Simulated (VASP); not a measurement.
# GePt (Pnma) in VASP: a series of runs, part 2 of 2

VASP 6.6.1.

**3. Single point, PBEsol**

This run uses another cell than the first one, of 16.19 Å³/atom.

File INCAR:

```
PREC = Accurate
ENCUT = 520
EDIFF = 1E-6
ISMEAR = -1
SIGMA = 0.15
LREAL = F
LASPH = T
NELM = 60
ALGO = Normal
ISIF = 2
LWAVE = F
LCHARG = F
GGA = PS
NBANDS = 58
```

File KPOINTS:

```
Automatic mesh
0
Gamma
  6 10 6
```

File POSCAR:

```
GePt
1.0
    5.7331342491      0.0000000000      0.0000000000
    0.0000000000      3.7086751525      0.0000000000
    0.0000000000      0.0000000000      6.0919772569
Ge Pt
4 4
Direct
    0.1849010275      0.2500000000      0.5883517723
    0.3150989725      0.7500000000      0.0883517723
    0.6849010275      0.2500000000      0.9116482277
    0.8150989725      0.7500000000      0.4116482277
    1.0006926190      0.2500000000      0.1913077479
    0.4993073810      0.7500000000      0.6913077479
    0.5006926190      0.2500000000      0.3086922521
   -0.0006926190      0.7500000000      0.8086922521
```

Potentials or basis: VASP PAW PBE potentials, release 64 (Ge_d, Pt).

Started as:

```
$ cat potpaw_PBE.64/Ge_d/POTCAR potpaw_PBE.64/Pt/POTCAR > POTCAR
$ mpirun -np 1 vasp_std > vasp.out
```

OUTCAR:

```text
PREC = Accurate
   ENCUT = 520
   EDIFF = 1E-6
   ISMEAR = -1
   LREAL = F
   LASPH = T
   NELM = 60
   ISIF = 2
   GGA = PS

 ion  position               nearest neighbor table
   1  0.185  0.250  0.588-   7 2.49   8 2.52   8 2.52   5 2.64   6 2.66   6 2.66
   2  0.315  0.750  0.088-   8 2.49   7 2.52   7 2.52   6 2.64   5 2.66   5 2.66
   3  0.685  0.250  0.912-   5 2.49   6 2.52   6 2.52   7 2.64   8 2.66   8 2.66
   4  0.815  0.750  0.412-   6 2.49   5 2.52   5 2.52   8 2.64   7 2.66   7 2.66
   5  0.001  0.250  0.191-   3 2.49   4 2.52   4 2.52   1 2.64   2 2.66   2 2.66   7 2.95   7 2.95
                             8 2.98   8 2.98
   6  0.499  0.750  0.691-   4 2.49   3 2.52   3 2.52   2 2.64   1 2.66   1 2.66   8 2.95   8 2.95
                             7 2.98   7 2.98
   7  0.501  0.250  0.309-   1 2.49   2 2.52   2 2.52   3 2.64   4 2.66   4 2.66   5 2.95   5 2.95
                             6 2.98   6 2.98
   8  0.999  0.750  0.809-   2 2.49   1 2.52   1 2.52   4 2.64   3 2.66   3 2.66   6 2.95   6 2.95
                             5 2.98   5 2.98

  LATTYP: Found a simple orthorhombic cell.
 ALAT       =     3.7086751525
 B/A-ratio  =     1.5458712379
[... 205 lines left out ...]
      1     -15.5119      2.00000
      2     -15.5040      2.00000
      3     -15.5026      2.00000
      4     -15.4991      2.00000
      5     -15.4877      2.00000
      6     -15.4734      2.00000
[... 1453 lines left out ...]
     57      15.9525      0.00000
     58      15.9525      0.00000

 [... further k-points ...]

------------------------ aborting loop because EDIFF is reached ----------------------------------------

  FORCE on cell =-STRESS in cart. coord.  units (eV):
  Direction    XX          YY          ZZ          XY          YZ          ZX
  --------------------------------------------------------------------------------------
  -------------------------------------------------------------------------------------
  Total       -0.0208391     -0.0273009     -0.0407636      0.0000000      0.0000000      0.0000000
  in kB       -0.2577629     -0.3376897     -0.5042133      0.0000000      0.0000000      0.0000000
  external PRESSURE =      -0.3665553 kB  Pullay stress =       0.0000000 kB

 VOLUME and BASIS-vectors are now :
 -----------------------------------------------------------------------------
  energy-cutoff  :      520.00
  volume of cell :      129.53
      direct lattice vectors                 reciprocal lattice vectors
     5.733134249  0.000000000  0.000000000     0.174424661  0.000000000  0.000000000
     0.000000000  3.708675153  0.000000000     0.000000000  0.269638067  0.000000000
     0.000000000  0.000000000  6.091977257     0.000000000  0.000000000  0.164150317

 POSITION                                       TOTAL-FORCE (eV/Angst)
 -----------------------------------------------------------------------------------
      1.06006      0.92717      3.58423        -0.000712      0.000000      0.003759
      1.80650      2.78151      0.53824         0.000712     -0.000000      0.003759
      3.92663      0.92717      5.55374        -0.000712      0.000000     -0.003759
      4.67307      2.78151      2.50775         0.000712      0.000000     -0.003759
      0.00397      0.92717      1.16544         0.000264     -0.000000      0.000553
      2.86260      2.78151      4.21143        -0.000264      0.000000      0.000553
      2.87054      0.92717      1.88055         0.000264      0.000000     -0.000553
      5.72916      2.78151      4.92653        -0.000264      0.000000     -0.000553
 -----------------------------------------------------------------------------------
    total drift:                                0.000000     -0.000000     -0.000000

  FREE ENERGIE OF THE ION-ELECTRON SYSTEM (eV)
  ---------------------------------------------------
  free  energy   TOTEN  =       -51.7150198775 eV

  energy  without entropy=      -51.5521090795  energy(sigma->0) =      -51.63356448
```

OSZICAR:

```text
N       E                     dE             d eps       ncg     rms          rms(c)
DAV:   1     0.122868272920E+04    0.12287E+04   -0.41442E+04 15080   0.422E+03
DAV:   2     0.186704501370E+03   -0.10420E+04   -0.99593E+03 11152   0.112E+03
DAV:   3    -0.345627833077E+02   -0.22127E+03   -0.20821E+03 11646   0.251E+02
DAV:   4    -0.534148602326E+02   -0.18852E+02   -0.18210E+02 13490   0.815E+01
DAV:   5    -0.539941296689E+02   -0.57927E+00   -0.57581E+00 12570   0.149E+01    0.224E+01
DAV:   6    -0.520139398431E+02    0.19802E+01   -0.81577E+00 13648   0.137E+01    0.101E+01
DAV:   7    -0.517837984224E+02    0.23014E+00   -0.72737E-01 14380   0.716E+00    0.526E+00
DAV:   8    -0.517176485519E+02    0.66150E-01   -0.16531E-01 14118   0.228E+00    0.660E-01
DAV:   9    -0.517155609500E+02    0.20876E-02   -0.16448E-02 14108   0.128E+00    0.357E-01
DAV:  10    -0.517150433270E+02    0.51762E-03   -0.33926E-03 15012   0.604E-01    0.775E-02
DAV:  11    -0.517150175809E+02    0.25746E-04   -0.30170E-04 12318   0.125E-01    0.269E-02
DAV:  12    -0.517150214041E+02   -0.38232E-05   -0.23646E-05 14592   0.430E-02    0.954E-03
DAV:  13    -0.517150202446E+02    0.11594E-05   -0.11265E-06  6772   0.818E-03    0.337E-03
DAV:  14    -0.517150198775E+02    0.36706E-06   -0.60185E-07  6044   0.462E-03
   1 F= -.51715020E+02 E0= -.51633564E+02  d E =-.162911E+00
```

stdout:

```text
POSCAR found type information on POSCAR GePt
 POSCAR found :  2 types and       8 ions
 scaLAPACK will be used
 -----------------------------------------------------------------------------
|                                                                             |
|                                                                             |
|     You enforced a specific xc type in the INCAR file but a different       |
|     I HOPE YOU KNOW WHAT YOU ARE DOING!                                     |
|                                                                             |
 -----------------------------------------------------------------------------

 LDA part: xc-table for (Slater+PW92), standard interpolation
 POSCAR, INCAR and KPOINTS ok, starting setup
 FFT: planning ... GRIDC
 FFT: planning ... GRID_SOFT
 FFT: planning ... GRID
 WAVECAR not read
 entering main loop
```

Wall time 7 min (1 thread of Intel Xeon Platinum 8488C (Sapphire Rapids), shared host); peak memory 0.63 GiB.

Results:

* Free energy: -51.7150 eV
* Pressure: 0.0 GPa
* Largest force: 0.004 eV/Å
* Band gap on the k mesh: zero (bands 48 and 49 overlap by 1.38 eV)

Forces in eV/Å, atoms in the order of the input:
```
Ge  -0.001  0.000  0.004
Ge   0.001  0.000  0.004
Ge  -0.001  0.000 -0.004
Ge   0.001  0.000 -0.004
Pt   0.000  0.000  0.001
Pt   0.000  0.000  0.001
Pt   0.000  0.000 -0.001
Pt   0.000  0.000 -0.001
```

Levels at points of the mesh, in eV from the Fermi level:
| k point | band 45 | band 46 | band 47 | band 48 | band 49 | band 50 | band 51 | band 52 |
| --- | --- | --- | --- | --- | --- | --- | --- | --- |
| (0.00, 0.00, 0.00) | -2.46 | -1.53 | -1.41 | -0.97 | 0.65 | 0.93 | 2.99 | 3.21 |
| (0.50, 0.00, 0.00) | -2.47 | -2.47 | 0.01 | 0.01 | 1.28 | 1.28 | 2.26 | 2.26 |
| (0.00, 0.50, 0.00) | -2.55 | -2.55 | -1.62 | -1.62 | -0.15 | -0.15 | 2.05 | 2.05 |
| (0.50, 0.50, 0.00) | -1.91 | -1.91 | -1.91 | -1.91 | 0.63 | 0.63 | 0.63 | 0.63 |
| (0.00, 0.00, 0.50) | -1.87 | -1.87 | 0.00 | 0.00 | 1.04 | 1.04 | 1.90 | 1.90 |
| (0.50, 0.00, 0.50) | -1.38 | -1.38 | 0.71 | 0.71 | 1.80 | 1.80 | 2.63 | 2.63 |
| (0.00, 0.50, 0.50) | -2.52 | -2.52 | -2.16 | -2.16 | 0.49 | 0.49 | 1.09 | 1.09 |
| (0.50, 0.50, 0.50) | -2.47 | -2.47 | -2.47 | -2.47 | 2.47 | 2.47 | 2.47 | 2.47 |

Caveat: the PAW data sets were made with another functional, which shifts forces and pressure a little; spin-orbit coupling is left out, which moves the levels of the heavy elements.
